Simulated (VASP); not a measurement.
A run of VASP 6.6.1 is set up as follows.

INCAR

```
  ALGO = Normal
  EDIFF = 1E-6
  ENCUT = 600
  GGA = PE
  GGA_COMPAT = False
  ISIF = 2
  ISMEAR = -1
  LASPH = True
  LCHARG = False
  LREAL = False
  LWAVE = False
  NBANDS = 11
  NELM = 120
  PREC = Accurate
  SIGMA = 0.03
```

KPOINTS

```
k-points
0
Gamma
  8 8 8
```

Contents of POSCAR:

```
MgO
1.0
    0.0000000000      2.1052100000      2.1052100000
    2.1052100000      0.0000000000      2.1052100000
    2.1052100000      2.1052100000      0.0000000000
Mg O
1 1
Direct
    0.0000000000      0.0000000000      0.0000000000
    0.5000000000      0.5000000000      0.5000000000
```

Potentials or basis: VASP PAW PBE potentials, release 64 (Mg, O).

The run is started by

```bash
$ cat potpaw_PBE.64/Mg/POTCAR potpaw_PBE.64/O/POTCAR > POTCAR
$ mpirun -np 1 vasp_std > vasp.out
```

Q: What does it give for the pressure?

A: 3.9 GPa.

Q: Estimate the band gap on the k mesh.

A: 4.74 eV, direct.

Expect the measured gap to be larger: semilocal functionals such as PBE lack the derivative discontinuity.
